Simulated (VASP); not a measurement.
Crystal: Si5Ge.

```
Si Ge
1.0
     4.89538    0.00000    0.00000
    -2.44769    4.23953    0.00000
     0.00000    0.00000    4.59015
Si Ge
5 1
Cartesian
  2.4477 1.4132 0.0000
  0.0000 2.8264 0.0000
  1.6318 0.0000 2.2951
  -0.8159 1.4132 2.2951
  1.6318 2.8264 2.2951
  0.0000 0.0000 0.0000
```

* Program: VASP 6.6.1
* Task: relaxation of cell and atoms
* Functional: PBE
* Potentials or basis: VASP PAW PBE potentials, release 64 (Si, Ge_d)
* Cutoff: 600 eV
* k mesh: 12 × 12 × 8
* Occupations: gaussian, width 0.1 eV
* Spin: no spin polarisation

At the start: pressure -2.5 GPa; volume 15.88 Å³/atom.

Q: Where does the relaxation end?

A: Over 16 steps the energy falls by 13.5 meV/atom and the volume is 15.39 Å³/atom (-3.1 %); space group P-62m (No. 189, to 0.1 Å) before and after.

The path:
```tsv
step	energy change (eV)	largest force (eV/Å)	pressure (GPa)	volume (Å³)
1	0.0000	0.2927	-2.52	95.26
2	-0.0402	0.2658	0.19	91.87
3	-0.0411	0.2600	0.66	91.33
4	-0.0566	0.1970	0.58	91.39
5	-0.0747	0.0736	0.51	91.51
6	-0.0661	0.1384	0.95	91.70
7	-0.0793	0.0001	0.57	91.58
8	-0.0795	0.0213	0.61	91.60
9	-0.0796	0.0050	-0.59	92.99
10	-0.0808	0.0130	-0.04	92.30
11	-0.0808	0.0131	0.02	92.28
12	-0.0810	0.0136	0.00	92.28
13	-0.0811	0.0142	0.01	92.28
14	-0.0810	0.0146	0.03	92.29
15	-0.0812	0.0144	0.01	92.28
16	-0.0812	0.0090	-0.03	92.32
```

Final structure:
```xyz
6
Lattice="4.7647 0.0000 0.0000 -2.3824 4.1264 0.0000 0.0000 0.0000 4.6953" Properties=species:S:1:pos:R:3 pbc="T T T"
Si    2.3824    1.3755    0.0000
Si    0.0000    2.7509    0.0000
Si    1.6743    0.0000    2.3477
Si   -0.8371    1.4500    2.3477
Si    1.5452    2.6764    2.3477
Ge    0.0000    0.0000    0.0000
```
